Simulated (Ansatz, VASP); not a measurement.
Two plane-wave programs on Cd

POSCAR

```
Cd
1.0
    2.9509006248      0.0000000000      0.0000000000
   -1.4754503124      2.5555549051      0.0000000000
    0.0000000000      0.0000000000      5.8838547497
Cd
2
Direct
    0.3333333333      0.6666666667      0.2500000000
    0.6666666667      0.3333333333      0.7500000000
```

File INCAR.step1:

```
SYSTEM = Cd
PREC = Accurate ; ENCUT = 520
ISMEAR = 1 ; SIGMA = 0.2
LREAL = .False. ; LASPH = .True.
NELM = 60 ; NBANDS = 19
GGA = PE ; ALGO = Normal
EDIFF = 1E-4 ; LWAVE = .True.
LCHARG = .False.
```

INCAR.step2

```
SYSTEM = Cd
PREC = Accurate ; ENCUT = 520
EDIFF = 1E-6 ; ISMEAR = 1
SIGMA = 0.2 ; LREAL = .False.
LASPH = .True. ; NELM = 60
ALGO = Normal ; ISIF = 2
LWAVE = .False. ; LCHARG = .True.
METAGGA = R2SCAN ; LMIXTAU = .True.
LELF = .True. ; LVHAR = .True.
NBANDS = 19 ; ISTART = 1
```

The input KPOINTS:

```
regular mesh
0
Gamma
  12 12 6
  0 0 0
```

Input for Ansatz:

```yaml
crystal:
  lattice:
    - [2.9509006248, 0.0, 0.0]
    - [-1.4754503124, 2.5555549051, 0.0]
    - [0.0, 0.0, 5.8838547497]
  atoms:
    - { symbol: Cd, position: [0.3333333333, 0.6666666667, 0.25] }
    - { symbol: Cd, position: [0.6666666667, 0.3333333333, 0.75] }
hamiltonian:
  xc: r2scan
  pseudopotentials:
    kind: paw
    azcp:
      Cd: "pseudopotentials/Cd.paw.azcp"
basis:
  ecutwfc: 500
  fft_grid_basis: typed
kpoints:
  mp_grid: { grid: [12, 12, 6], shift: [0, 0, 0] }
magnetization:
  spin_polarized: false
scf:
  occupations: { method: cold, width: 0.2 }
  lower_state_search: "off"
output:
  stress: true
  write_density: true
  write_potential: true
  elf: true
  volumetric_format: npy
```

Alike in both runs: task single point; functional r2SCAN; k mesh 12 × 12 × 6; no spin polarisation.

```csv
,VASP,Ansatz
version,VASP 6.6.1,Ansatz 0.2.0
potentials or method,"VASP PAW PBE potentials, release 64 (Cd), cutoff 520 eV","plane waves (500 eV) with PAW, scalar-relativistic"
occupations,"methfessel-paxton of order 1, width 0.2 eV","cold, width 0.2 eV"
valence electrons in the cell,24,40
```

```tsv
	VASP	Ansatz	Ansatz less VASP
pressure (GPa)	0.4	0.0	-0.35
traceless stress, the component that is largest in VASP (GPa)	-0.23	-0.14	+0.097
```

VASP's potentials were made for PBE, not for r2SCAN. VASP's potentials hold 24 valence electrons a cell and Ansatz's 40, so a difference there can come from the potentials and not from the codes.
